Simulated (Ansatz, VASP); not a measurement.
# Two plane-wave programs on Al2Pt

INCAR

```
PREC = Accurate
ENCUT = 520
EDIFF = 1E-6
ISMEAR = 0
SIGMA = 0.1
LREAL = False
LASPH = True
NELM = 100
ALGO = Normal
ISIF = 2
LWAVE = False
LCHARG = False
GGA = PE
NBANDS = 15
```

The input KPOINTS:

```
Automatic mesh
0
Gamma
  12 12 12
```

File POSCAR:

```
Al2Pt
1.0
    0.0000000000      2.8811896976      2.8811896976
    2.8811896976      0.0000000000      2.8811896976
    2.8811896976      2.8811896976      0.0000000000
Al Pt
2 1
Direct
    0.2500000000      0.2500000000      0.2500000000
    0.7500000000      0.7500000000      0.7500000000
    0.0000000000      0.0000000000      0.0000000000
```

Input for Ansatz:

```yaml
crystal:
  lattice:
    - [0.0, 2.8811896976, 2.8811896976]
    - [2.8811896976, 0.0, 2.8811896976]
    - [2.8811896976, 2.8811896976, 0.0]
  atoms:
    - { symbol: Al, position: [0.25, 0.25, 0.25] }
    - { symbol: Al, position: [0.75, 0.75, 0.75] }
    - { symbol: Pt, position: [0.0, 0.0, 0.0] }
basis:
  ecutwfc: 420
kpoints:
  mp_grid: { grid: [12, 12, 12] }
hamiltonian:
  xc: pbe
scf:
  occupations: { method: gaussian, width: 0.1 }
output:
  forces: true
  stress: true
  eigenvalues: true
  write_density: true
  write_potential: true
  elf: true
  volumetric_format: npy
```

Alike in both runs: task single point; functional PBE; k mesh 12 × 12 × 12; occupations gaussian, width 0.1 eV; no spin polarisation.

```csv
,VASP,Ansatz
version,VASP 6.6.1,Ansatz 0.2.0
potentials or method,"VASP PAW PBE potentials, release 64 (Al, Pt), cutoff 520 eV","scalar-relativistic, plane waves, PAW"
valence electrons in the cell,16,24
```

Ansatz gave:

```
gap on the k mesh at the Fermi level (eV) : none
pressure (GPa)                            : 15.0
```

**Question.** What did VASP give for the same quantities?

**Answer.** gap on the k mesh at the Fermi level (eV): none; pressure (GPa): 14.9.

A gap of «none» marks a metal or a gap that the smearing closes. VASP's potentials hold 16 valence electrons a cell and Ansatz's 24, so a difference there can come from the potentials and not from the codes.

Neither program's run includes spin-orbit coupling.
